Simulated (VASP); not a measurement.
# Sn3PbO4 (Pmm2) in VASP: single point with PBE

Aim: the single point of Sn3PbO4 with PBE.

Everything below comes from runs of VASP 6.6.1. Logs are shortened: lines on timing, memory, paths and dates and some standing lists are left out, and cuts for length are marked.

### 1 The cell of the first run

It takes space group Pmm2 (No. 25, orthorhombic). The conventional cell has a = 3.842 Å, b = 7.647 Å, c = 4.858 Å, α = 90.00°, β = 90.00°, γ = 90.00°. Pb (site symmetry mm2) has 4 O at 2.33 to 2.38 Å within 3.1 Å. Within 2.9 Å of Sn (site symmetry m) lie 4 O at 2.20 Å. Within 2.9 Å of Sn (site symmetry mm2) lie 4 O at 2.18 to 2.23 Å. Within 2.9 Å of O (site symmetry m) lie 3 Sn at 2.18 to 2.20 Å and 1 Pb at 2.38 Å and 4 O at 2.66 to 2.76 Å. Within 2.9 Å of O (site symmetry mm2) lie 2 Sn at 2.20 Å and 2 Pb at 2.33 Å and 4 O at 2.76 Å. Within 2.9 Å of O (site symmetry mm2) lie 4 Sn at 2.20 to 2.23 Å and 4 O at 2.66 Å.

### 2 Single point, PBE

INCAR reads:

```
PREC = Accurate ; ENCUT = 520
EDIFF = 1E-6 ; ISMEAR = -1
SIGMA = 0.02 ; LREAL = False
LASPH = True ; NELM = 80
ALGO = Normal ; ISIF = 2
LWAVE = False ; LCHARG = True
GGA = PE ; LELF = True
LVHAR = True ; NBANDS = 50
```

KPOINTS reads:

```
regular mesh
0
Gamma
  6 4 6
```

POSCAR reads:

```
Sn3PbO4
1.0
    3.8419884104      0.0000000000      0.0000000000
    0.0000000000      7.6471636533      0.0000000000
    0.0000000000      0.0000000000      4.8584337387
Pb Sn O
1 3 4
Direct
    0.5000000000      0.0000000000      0.7372073059
    0.0000000000      0.2509467216      0.2307418278
    0.5000000000      0.5000000000      0.7699419948
    0.0000000000      0.7490532784      0.2307418278
    0.5000000000      0.2594021943      0.0091917875
    0.0000000000      0.0000000000      0.0101103980
    0.5000000000      0.7405978057      0.0091917875
    0.0000000000      0.5000000000      0.0028730706
```

Potentials or basis: VASP PAW PBE potentials, release 64 (Pb_d, Sn_d, O).

The run is started by

```
$ cat potpaw_PBE.64/Pb_d/POTCAR potpaw_PBE.64/Sn_d/POTCAR potpaw_PBE.64/O/POTCAR > POTCAR
$ mpirun -np 1 vasp_std > vasp.out
```

OUTCAR:

```text
PREC = Accurate
   ENCUT = 520
   EDIFF = 1E-6
   ISMEAR = -1
   LREAL = False
   LASPH = True
   NELM = 80
   ISIF = 2
   GGA = PE

 ion  position               nearest neighbor table
   1  0.500  0.000  0.737-   6 2.33   6 2.33   7 2.38   5 2.38   2 3.62   2 3.62   4 3.62   4 3.62
                             4 3.66   2 3.66   2 3.66   4 3.66   3 3.83   3 3.83
   2  0.000  0.251  0.231-   6 2.20   8 2.20   5 2.20   5 2.20   3 3.51   3 3.51   1 3.62   1 3.62
                             1 3.66   1 3.66
   3  0.500  0.500  0.770-   5 2.18   7 2.18   8 2.23   8 2.23   2 3.51   2 3.51   4 3.51   4 3.51
                             1 3.83   1 3.83
   4  0.000  0.749  0.231-   6 2.20   8 2.20   7 2.20   7 2.20   3 3.51   3 3.51   1 3.62   1 3.62
                             1 3.66   1 3.66
   5  0.500  0.259  0.009-   3 2.18   2 2.20   2 2.20   1 2.38
   6  0.000  0.000  0.010-   2 2.20   4 2.20   1 2.33   1 2.33
   7  0.500  0.741  0.009-   3 2.18   4 2.20   4 2.20   1 2.38
   8  0.000  0.500  0.003-   2 2.20   4 2.20   3 2.23   3 2.23

  LATTYP: Found a simple orthorhombic cell.
 ALAT       =     3.8419884104
 B/A-ratio  =     1.2645623099
 C/A-ratio  =     1.9904181992

  Lattice vectors:

 A1 = (  -3.8419884104,   0.0000000000,   0.0000000000)
 A2 = (   0.0000000000,   0.0000000000,   4.8584337387)
 A3 = (   0.0000000000,   7.6471636533,   0.0000000000)

Analysis of symmetry for initial positions (statically):
=====================================================================
 Subroutine PRICEL returns:
 Original cell was already a primitive cell.

 Routine SETGRP: Setting up the symmetry group for a
 simple orthorhombic supercell.

 Subroutine GETGRP returns: Found  4 space group operations
 (whereof  4 operations were pure point group operations)
 out of a pool of  8 trial point group operations.

The static configuration has the point symmetry C_2v.

Analysis of symmetry for dynamics (positions and initial velocities):
=====================================================================
 Subroutine PRICEL returns:
 Original cell was already a primitive cell.

 Routine SETGRP: Setting up the symmetry group for a
 simple orthorhombic supercell.

 Subroutine GETGRP returns: Found  4 space group operations
 (whereof  4 operations were pure point group operations)
 out of a pool of  8 trial point group operations.

The dynamic configuration has the point symmetry C_2v.

 Subroutine INISYM returns: Found  4 space group operations
 (whereof  4 operations are pure point group operations),
 and found     1 'primitive' translations

----------------------------------------------------------------------------------------

                                     Primitive cell

  volume of cell :     142.7423

  direct lattice vectors                    reciprocal lattice vectors
     3.841988410  0.000000000  0.000000000     0.260281889  0.000000000  0.000000000
     0.000000000  7.647163653  0.000000000     0.000000000  0.130767438  0.000000000
     0.000000000  0.000000000  4.858433739     0.000000000  0.000000000  0.205827650

  length of vectors
     3.841988410  7.647163653  4.858433739     0.260281889  0.130767438  0.205827650

  position of ions in fractional coordinates (direct lattice)
     0.500000000  0.000000000  0.737207306
     0.000000000  0.250946722  0.230741828
     0.500000000  0.500000000  0.769941995
     0.000000000  0.749053278  0.230741828
     0.500000000  0.259402194  0.009191788
     0.000000000  0.000000000  0.010110398
     0.500000000  0.740597806  0.009191788
     0.000000000  0.500000000  0.002873071

  ion indices of the primitive-cell ions
   primitive index   ion index
                 1           1
                 2           2
                 3           3
                 4           4
                 5           5
                 6           6
                 7           7
                 8           8

----------------------------------------------------------------------------------------

 KPOINTS: regular mesh

Automatic generation of k-mesh.
 Grid dimensions read from file:
 generate k-points for:    6    4    6

 Generating k-lattice:

  Cartesian coordinates                     Fractional coordinates (reciprocal lattice)
     0.043380315  0.000000000  0.000000000     0.166666667  0.000000000  0.000000000
     0.000000000  0.032691860  0.000000000     0.000000000  0.250000000  0.000000000
     0.000000000  0.000000000  0.034304608     0.000000000  0.000000000  0.166666667

  Length of vectors
     0.043380315  0.032691860  0.034304608

  Shift w.r.t. Gamma in fractional coordinates (k-lattice)
     0.000000000  0.000000000  0.000000000

 Subroutine IBZKPT returns following result:
 ===========================================

 Found     48 irreducible k-points:

 Following reciprocal coordinates:
            Coordinates               Weight
  0.000000  0.000000  0.000000      1.000000
  0.166667  0.000000  0.000000      2.000000
  0.333333  0.000000  0.000000      2.000000
  0.500000  0.000000  0.000000      1.000000
  0.000000  0.250000  0.000000      2.000000
  0.166667  0.250000  0.000000      4.000000
[... 16 lines left out ...]
  0.333333  0.500000  0.166667      4.000000
  0.500000  0.500000  0.166667      2.000000
 [... further k-points ...]
   k-points           NKPTS =     48   k-points in BZ     NKDIM =     48   number of bands    NBANDS=     50
   number of dos      NEDOS =    301   number of ions     NIONS =      8
   total plane-waves  NPLWV =  64800
   dimension x,y,z NGX =    30 NGY =   60 NGZ =   36
   dimension x,y,z NGXF=    60 NGYF=  120 NGZF=   72
   ions per type =               1   3   4
   NGX,Y,Z   is equivalent  to a cutoff of  12.98, 13.04, 12.32 a.u.
   NGXF,Y,Z  is equivalent  to a cutoff of  25.96, 26.09, 24.64 a.u.
 SYSTEM =  unknown system
   PREC   = accura    normal or accurate (medium, high low for compatibility)
   ISTART =      0    job   : 0-new  1-cont  2-samecut
   ICHARG =      2    charge: 1-file 2-atom 10-const
   ISPIN  =      1    spin polarized calculation?
   LNONCOLLINEAR =      F non collinear calculations
   LSORBIT =      F    spin-orbit coupling
   LASPH  =      T    aspherical Exc in radial PAW
   ENCUT  =  520.0 eV  38.22 Ry    6.18 a.u.   7.14 14.22  9.03*2*pi/ulx,y,z
   NELM   =     80;   NELMIN=  2; NELMDL= -5     # of ELM steps
   EDIFF  = 0.1E-05   stopping-criterion for ELM
   LREAL  =      F    real-space projection
   EDIFFG = 0.1E-04   stopping-criterion for IOM
   NSW    =      0    number of steps for IOM
   IBRION =     -1    ionic relax: 0-MD 1-quasi-New 2-CG
   NFREE  =      0    steps in history (QN), initial steepest desc. (CG)
   ISIF   =      2    stress and relaxation
   ISYM   =      2    0-nonsym 1-usesym 2-fastsym
   POTIM  = 0.5000    time-step for ionic-motion
   TEBEG  =    0.0;   TEEND  =   0.0 temperature during run
   PSTRESS=    0.0 pullay stress
   NELECT =      80.0000    total number of electrons
   NUPDOWN=      -1.0000    fix difference up-down
   EMIN   =  10.00;   EMAX   =-10.00  energy-range for DOS
   EFERMI =   0.00;   METHOD = LEGACY
   ISMEAR =    -1;   SIGMA  =   0.02  broadening in eV -4-tet -1-fermi 0-gaus
   EFERMI_NEDOS =   21; number of points for ismear=-14 and -15
   IALGO  =     38    algorithm
   IMIX   =      4    mixing-type and parameters
     AMIX     =   0.40;   BMIX     =  1.00
     AMIX_MAG =   1.60;   BMIX_MAG =  1.00
  volume/ion in A,a.u.               =      17.84       120.41
  Fermi-wavevector in a.u.,A,eV,Ry     =   1.349752  2.550661 24.787501  1.821830
  Thomas-Fermi vector in A             =   2.477313
   LORBIT       =      0    0 simple, 1 ext, 2 COOP (PROOUT), +10 PAW based schemes
   GGA     = PE    functional components
   LHFCALC =     F    Hartree Fock is set to
   AEXX    =    0.0000 exact exchange contribution
   IVDW    =     0    specifies the selected vdW correction
   LEPSILON=     F    determine dielectric tensor
   LRPA    =     F    only Hartree local field effects (RPA)
 non-spin polarized calculation
  energy-cutoff  :      520.00
  volume of cell :      142.74
 maximum number of plane-waves:      3874
 NGX is ok and might be reduce to    30
   NGX = 15   NGY = 29   NGZ = 19

 number of electron      80.0000024 magnetization

 Free energy of the ion-electron system (eV)
  ---------------------------------------------------
  ext. energy  EPLUGINS =         0.00000000
  ---------------------------------------------------
  free energy    TOTEN  =       -44.75044198 eV

  energy without entropy =      -44.75042280  energy(sigma->0) =      -44.75043239

 E-fermi :   7.0151     XC(G=0): -10.2251

 val. band max:        6.8905270636   @ k =   0.0000   0.2500   0.0000
 cond. band min:       7.1273145789   @ k =   0.5000   0.0000   0.0000
 fundamental gap:      0.2367875152
 Fermi energy:         7.0151162818

 k-point     1 :       0.0000    0.0000    0.0000
  band No.  band energies     occupation
      1     -14.8992      2.00000
      2     -14.7643      2.00000
      3     -14.7259      2.00000
      4     -14.4842      2.00000
      5     -14.4792      2.00000
      6     -14.4688      2.00000
[... 42 lines left out ...]
     49      12.9766      0.00000
     50      13.0642      0.00000

 k-point     2 :       0.1667    0.0000    0.0000
  band No.  band energies     occupation
      1     -14.8863      2.00000
      2     -14.7682      2.00000
      3     -14.7296      2.00000
      4     -14.5316      2.00000
      5     -14.4811      2.00000
      6     -14.4726      2.00000
[... 42 lines left out ...]
     49      12.4164      0.00000
     50      13.0324      0.00000

 k-point     3 :       0.3333    0.0000    0.0000
  band No.  band energies     occupation
      1     -14.8591      2.00000
      2     -14.7885      2.00000
      3     -14.7382      2.00000
      4     -14.6314      2.00000
      5     -14.4720      2.00000
      6     -14.4715      2.00000
[... 1102 lines left out ...]
     49      13.4975      0.00000
     50      13.6971      0.00000

 k-point    24 :       0.5000    0.5000    0.1667
  band No.  band energies     occupation
      1     -14.8311      2.00000
      2     -14.8013      2.00000
      3     -14.7493      2.00000
      4     -14.6674      2.00000
      5     -14.4813      2.00000
      6     -14.4709      2.00000
[... 42 lines left out ...]
     49      14.0536      0.00000
     50      14.1047      0.00000

 [... further k-points ...]

------------------------ aborting loop because EDIFF is reached ----------------------------------------

  FORCE on cell =-STRESS in cart. coord.  units (eV):
  Direction    XX          YY          ZZ          XY          YZ          ZX
  --------------------------------------------------------------------------------------
  -------------------------------------------------------------------------------------
  Total        5.0526698      5.0522740      4.0738488      0.0000000      0.0000000      0.0000000
  in kB       56.7124988     56.7080555     45.7259530      0.0000000      0.0000000      0.0000000
  external PRESSURE =      53.0488358 kB  Pullay stress =       0.0000000 kB

 VOLUME and BASIS-vectors are now :
 -----------------------------------------------------------------------------
  energy-cutoff  :      520.00
  volume of cell :      142.74
      direct lattice vectors                 reciprocal lattice vectors
     3.841988410  0.000000000  0.000000000     0.260281889  0.000000000  0.000000000
     0.000000000  7.647163653  0.000000000     0.000000000  0.130767438  0.000000000
     0.000000000  0.000000000  4.858433739     0.000000000  0.000000000  0.205827650

 POSITION                                       TOTAL-FORCE (eV/Angst)
 -----------------------------------------------------------------------------------
      1.92099      0.00000      3.58167         0.000000      0.000000     -0.391651
      0.00000      1.91903      1.12104         0.000000     -0.008049      0.567167
      1.92099      3.82358      3.74071         0.000000      0.000000     -0.606877
      0.00000      5.72813      1.12104         0.000000      0.008049      0.567167
      1.92099      1.98369      0.04466        -0.000000     -0.090607     -0.024993
      0.00000      0.00000      0.04912         0.000000      0.000000     -0.064831
      1.92099      5.66347      0.04466        -0.000000      0.090607     -0.024993
      0.00000      3.82358      0.01396         0.000000      0.000000     -0.020988
 -----------------------------------------------------------------------------------
    total drift:                                0.000000      0.000000     -0.000147

  FREE ENERGIE OF THE ION-ELECTRON SYSTEM (eV)
  ---------------------------------------------------
  free  energy   TOTEN  =       -44.7504419849 eV

  energy  without entropy=      -44.7504227969  energy(sigma->0) =      -44.75043239
```

It took 5.5 min on 1 thread of Intel Xeon Platinum 8259CL at 2.50GHz (Skylake/Cascade Lake), shared host; peak memory 0.43 GiB.

What came out:

| Quantity | Value |
| --- | --- |
| Free energy | -44.7504 eV |
| Pressure | 5.3 GPa |
| Largest force | 0.607 eV/Å |
| Band gap on the k mesh | 0.24 eV (least direct gap 1.86 eV) |

Forces on the atoms (eV/Å):
```
Pb   0.000  0.000 -0.392
Sn   0.000 -0.008  0.567
Sn   0.000  0.000 -0.607
Sn   0.000  0.008  0.567
O    0.000 -0.091 -0.025
O    0.000  0.000 -0.065
O    0.000  0.091 -0.025
O    0.000  0.000 -0.021
```

Caveat: the cell stands under pressure; spin-orbit coupling is left out, which moves the levels of the heavy elements. A k mesh can miss the band edges.
